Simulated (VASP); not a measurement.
# WC (P-6m2) in VASP: a series of runs, part 2 of 2

VASP 6.6.1.

### 3 Single point, r2SCAN

Input file POSCAR:

```
WC
1.0
    2.9128406500      0.0000000029      0.0000000000
   -1.4564203275      2.5225939986      0.0000000000
    0.0000000000      0.0000000000      2.8361769500
W C
1 1
Direct
    0.0000000000      0.0000000000      0.0000000000
    0.6666666667      0.3333333333      0.5000000000
```

Input file INCAR.step1:

```
PREC = Accurate
ENCUT = 520
ISMEAR = -1
SIGMA = 0.1
LREAL = False
LASPH = True
NELM = 60
NBANDS = 16
GGA = PE
ALGO = Normal
EDIFF = 1E-4
LWAVE = True
LCHARG = False
```

Input file INCAR.step2:

```
PREC = Accurate
ENCUT = 520
EDIFF = 1E-6
ISMEAR = -1
SIGMA = 0.1
LREAL = False
LASPH = True
NELM = 60
ALGO = Normal
ISIF = 2
LWAVE = False
LCHARG = False
METAGGA = R2SCAN
LMIXTAU = True
NBANDS = 16
ISTART = 1
```

Input file KPOINTS:

```
Automatic mesh
0
Gamma
  13 13 12
```

Potentials or basis: VASP PAW PBE potentials, release 64 (W_sv, C).

The run is started by

```console
$ cat potpaw_PBE.64/W_sv/POTCAR potpaw_PBE.64/C/POTCAR > POTCAR
$ cp INCAR.step1 INCAR
$ mpirun -np 1 vasp_std > vasp.out
$ cp INCAR.step2 INCAR
$ mpirun -np 1 vasp_std > vasp.out
```

It took 2.7 min on 1 thread of Intel Xeon 8259CL, shared host; peak memory 0.19 GiB.

The run converged. Its results:

| Property | Result |
| --- | --- |
| Free energy | -61.6174 eV |
| Pressure | 1.7 GPa |
| Band gap on the k mesh | zero (bands 9 and 10 overlap by 1.32 eV) |

Stress tensor (GPa, compression positive):
```
1.63 0.00 0.00
0.00 1.63 0.00
0.00 0.00 1.77
```

Levels at points of the mesh, in eV from the Fermi level:
| k point | band 5 | band 6 | band 7 | band 8 | band 9 | band 10 | band 11 | band 12 | band 13 | band 14 |
| --- | --- | --- | --- | --- | --- | --- | --- | --- | --- | --- |
| (0.00, 0.00, 0.00) | -15.22 | -4.48 | -3.50 | -3.50 | 0.11 | 3.39 | 3.39 | 5.93 | 5.93 | 6.74 |
| (0.00, 0.00, 0.50) | -11.13 | -9.00 | -2.12 | -2.12 | -0.58 | -0.58 | 3.83 | 4.81 | 4.81 | 10.53 |

Caveat: the PAW data sets were made with another functional, which shifts forces and pressure a little; spin-orbit coupling is left out, which moves the levels of the heavy elements.

### 4 Single point, r2SCAN

This run uses another cell than the first one, of 10.63 Å³/atom.

Input file POSCAR:

```
WC
1.0
    2.9321315503     -0.0000000029      0.0000000000
   -1.4660657726      2.5393004112      0.0000000000
    0.0000000000      0.0000000000      2.8549601200
W C
1 1
Direct
    0.0000000000      0.0000000000      0.0000000000
    0.6666666667      0.3333333333      0.5000000000
```

Input file INCAR.step1:

```
PREC = Accurate ; ENCUT = 520
ISMEAR = -1 ; SIGMA = 0.1
LREAL = False ; LASPH = True
NELM = 80 ; NBANDS = 16
GGA = PE ; ALGO = Normal
EDIFF = 1E-4 ; LWAVE = True
LCHARG = False
```

Input file INCAR.step2:

```
PREC = Accurate ; ENCUT = 520
EDIFF = 1E-6 ; ISMEAR = -1
SIGMA = 0.1 ; LREAL = False
LASPH = True ; NELM = 80
ALGO = Normal ; ISIF = 2
LWAVE = False ; LCHARG = False
METAGGA = R2SCAN ; LMIXTAU = True
NBANDS = 16 ; ISTART = 1
```

Input file KPOINTS:

```
regular mesh
0
Gamma
  13 13 12
```

The run is started by

```console
$ cat potpaw_PBE.64/W_sv/POTCAR potpaw_PBE.64/C/POTCAR > POTCAR
$ cp INCAR.step1 INCAR
$ mpirun -np 1 vasp_std > vasp.out
$ cp INCAR.step2 INCAR
$ mpirun -np 1 vasp_std > vasp.out
```

It took 2.6 min on 1 thread of Intel Xeon 8259CL, shared host; peak memory 0.18 GiB.

Results (log left out):

- Free energy: -61.6117 eV
- Pressure: -6.1 GPa
- Band gap on the k mesh: zero (bands 9 and 10 overlap by 1.29 eV)

Stress tensor (GPa, compression positive):
```
-5.78  0.00  0.00
 0.00 -5.78  0.00
 0.00  0.00 -6.87
```

Levels at points of the mesh, in eV from the Fermi level:
| k point | band 7 | band 8 | band 9 | band 10 | band 11 | band 12 |
| --- | --- | --- | --- | --- | --- | --- |
| (0.00, 0.00, 0.00) | -3.41 | -3.41 | 0.11 | 3.30 | 3.30 | 5.82 |
| (0.00, 0.00, 0.50) | -2.06 | -2.06 | -0.56 | -0.56 | 3.75 | 4.75 |

Caveat: the cell stands under tension; the PAW data sets were made with another functional, which shifts forces and pressure a little; spin-orbit coupling is left out, which moves the levels of the heavy elements.

### 5 Single point, r2SCAN

This run uses another cell than the first one, of 10.84 Å³/atom.

Input file POSCAR:

```
WC
1.0
    2.9511718963      0.0000000000      0.0000000000
   -1.4755859482      2.5557898332      0.0000000000
    0.0000000000      0.0000000000      2.8734993400
W C
1 1
Direct
    0.0000000000      0.0000000000      0.0000000000
    0.6666666667      0.3333333333      0.5000000000
```

Input file INCAR.step1:

```
SYSTEM = WC
PREC = Accurate ; ENCUT = 520
ISMEAR = -1 ; SIGMA = 0.1
LREAL = .FALSE. ; LASPH = .TRUE.
NELM = 100 ; NBANDS = 16
GGA = PE ; ALGO = Normal
EDIFF = 1E-4 ; LWAVE = .TRUE.
LCHARG = .FALSE.
```

Input file INCAR.step2:

```
SYSTEM = WC
PREC = Accurate ; ENCUT = 520
EDIFF = 1E-6 ; ISMEAR = -1
SIGMA = 0.1 ; LREAL = .FALSE.
LASPH = .TRUE. ; NELM = 100
ALGO = Normal ; ISIF = 2
LWAVE = .FALSE. ; LCHARG = .FALSE.
METAGGA = R2SCAN ; LMIXTAU = .TRUE.
NBANDS = 16 ; ISTART = 1
```

Input file KPOINTS:

```
Automatic mesh
0
G
  13 13 12
  0 0 0
```

The run is started by

```console
$ cat potpaw_PBE.64/W_sv/POTCAR potpaw_PBE.64/C/POTCAR > POTCAR
$ cp INCAR.step1 INCAR
$ mpirun -np 1 vasp_std > vasp.out
$ cp INCAR.step2 INCAR
$ mpirun -np 1 vasp_std > vasp.out
```

Wall time 2.7 min (1 thread of Intel Xeon 8259CL, shared host); peak memory 0.18 GiB.

It converged, with:

* Free energy: -61.5868 eV
* Pressure: -13.2 GPa
* Band gap on the k mesh: zero (bands 9 and 10 overlap by 1.26 eV)

Stress tensor (GPa, compression positive):
```
-12.45   0.00   0.00
  0.00 -12.45   0.00
  0.00   0.00 -14.68
```

Levels at points of the mesh, in eV from the Fermi level:
| k point | band 6 | band 7 | band 8 | band 9 | band 10 | band 11 | band 12 | band 13 |
| --- | --- | --- | --- | --- | --- | --- | --- | --- |
| (0.00, 0.00, 0.00) | -4.25 | -3.33 | -3.33 | 0.10 | 3.21 | 3.21 | 5.71 | 5.71 |
| (0.00, 0.00, 0.50) | -8.73 | -2.01 | -2.01 | -0.53 | -0.53 | 3.66 | 4.70 | 4.70 |

Caveat: the cell stands under tension; the PAW data sets were made with another functional, which shifts forces and pressure a little; spin-orbit coupling is left out, which moves the levels of the heavy elements.

### 6 Single point, r2SCAN

This run uses another cell than the first one, of 11.05 Å³/atom.

Input file POSCAR:

```
WC
1.0
    2.9699696792      0.0000000000      0.0000000000
   -1.4849848396      2.5720691907      0.0000000000
    0.0000000000      0.0000000000      2.8918023800
W C
1 1
Direct
    0.0000000000      0.0000000000      0.0000000000
    0.6666666667      0.3333333333      0.5000000000
```

Input file INCAR.step1:

```
SYSTEM = WC
PREC = Accurate
ENCUT = 520
ISMEAR = -1
SIGMA = 0.1
LREAL = .FALSE.
LASPH = .TRUE.
NELM = 100
NBANDS = 16
GGA = PE
ALGO = Normal
EDIFF = 1E-4
LWAVE = .TRUE.
LCHARG = .FALSE.
```

Input file INCAR.step2:

```
SYSTEM = WC
PREC = Accurate
ENCUT = 520
EDIFF = 1E-7
ISMEAR = -1
SIGMA = 0.1
LREAL = .FALSE.
LASPH = .TRUE.
NELM = 100
ALGO = Normal
ISIF = 2
LWAVE = .FALSE.
LCHARG = .FALSE.
METAGGA = R2SCAN
LMIXTAU = .TRUE.
NBANDS = 16
ISTART = 1
```

KPOINTS is that of step 5.

Potentials or basis: VASP PAW PBE potentials, release 64 (W_sv, C).

The run is started by

```console
$ cat potpaw_PBE.64/W_sv/POTCAR potpaw_PBE.64/C/POTCAR > POTCAR
$ cp INCAR.step1 INCAR
$ mpirun -np 1 vasp_std > vasp.out
$ cp INCAR.step2 INCAR
$ mpirun -np 1 vasp_std > vasp.out
```

OUTCAR:

```text
SYSTEM = WC
   PREC = Accurate
   ENCUT = 520
   EDIFF = 1E-7
   ISMEAR = -1
   LREAL = .FALSE.
   LASPH = .TRUE.
   NELM = 100
   ISIF = 2
   METAGGA = R2SCAN
   ISTART = 1

 ion  position               nearest neighbor table
   1  0.000  0.000  0.000-   2 2.24   2 2.24   2 2.24   2 2.24   2 2.24   2 2.24
   2  0.667  0.333  0.500-   1 2.24   1 2.24   1 2.24   1 2.24   1 2.24   1 2.24

  LATTYP: Found a hexagonal cell.
 ALAT       =     2.9699696792
 C/A-ratio  =     0.9736807753

  Lattice vectors:
[... 643 lines left out ...]

------------------------ aborting loop because EDIFF is reached ----------------------------------------

  FORCE on cell =-STRESS in cart. coord.  units (eV):
  Direction    XX          YY          ZZ          XY          YZ          ZX
  --------------------------------------------------------------------------------------
  -------------------------------------------------------------------------------------
  Total       -2.5396884     -2.5396884     -2.9877388      0.0000000      0.0000000     -0.0000000
  in kB     -184.1992031   -184.1992031   -216.6955210      0.0000000      0.0000000     -0.0000000
  external PRESSURE =    -195.0313091 kB  Pullay stress =       0.0000000 kB

 VOLUME and BASIS-vectors are now :
 -----------------------------------------------------------------------------
  energy-cutoff  :      520.00
  volume of cell :       22.09
      direct lattice vectors                 reciprocal lattice vectors
     2.969969679  0.000000000  0.000000000     0.336703774  0.194396015  0.000000000
    -1.484984840  2.572069191  0.000000000     0.000000000  0.388792029  0.000000000
     0.000000000  0.000000000  2.891802380     0.000000000  0.000000000  0.345805096

 POSITION                                       TOTAL-FORCE (eV/Angst)
 -----------------------------------------------------------------------------------
      0.00000      0.00000      0.00000         0.000000      0.000000      0.000000
      1.48498      0.85736      1.44590        -0.000000      0.000000      0.000000
 -----------------------------------------------------------------------------------
    total drift:                                0.000000     -0.000000      0.000000

  FREE ENERGIE OF THE ION-ELECTRON SYSTEM (eV)
  ---------------------------------------------------
  free  energy   TOTEN  =       -61.5443916924 eV

  energy  without entropy=      -61.5351606884  energy(sigma->0) =      -61.53977619
```

Wall time 3 min (1 thread of Intel Xeon 8259CL, shared host); peak memory 0.19 GiB.

Results:

```
Free energy            : -61.5444 eV
Pressure               : -19.5 GPa
Band gap on the k mesh : zero (bands 9 and 10 overlap by 1.24 eV)
```

Caveat: the cell stands under tension; the PAW data sets were made with another functional, which shifts forces and pressure a little; spin-orbit coupling is left out, which moves the levels of the heavy elements.

### 7 Overview

| cell | gap on the mesh (eV) | pressure (GPa) |
| --- | --- | --- |
| a = 2.913, b = 2.913, c = 2.836 Å, angles 90.0, 90.0, 120.0°, 2 atoms | none | 1.7 |
| a = 2.932, b = 2.932, c = 2.855 Å, angles 90.0, 90.0, 120.0°, 2 atoms | none | -6.1 |
| a = 2.951, b = 2.951, c = 2.873 Å, angles 90.0, 90.0, 120.0°, 2 atoms | none | -13.2 |
| a = 2.970, b = 2.970, c = 2.892 Å, angles 90.0, 90.0, 120.0°, 2 atoms | none | -19.5 |

Alike in all rows: task single point; level r2SCAN; potentials or basis VASP PAW PBE potentials, release 64 (W_sv, C); no spin polarisation; k mesh 13 × 13 × 12; cutoff (eV) 520; smearing fermi-dirac 0.1 eV.

Caveats: the PAW data sets were made with another functional, which shifts forces and pressure a little; spin-orbit coupling is left out, which moves the levels of the heavy elements; the cell stands under tension (at least some runs).

Absolute energies hang on the potentials; compare differences alone.
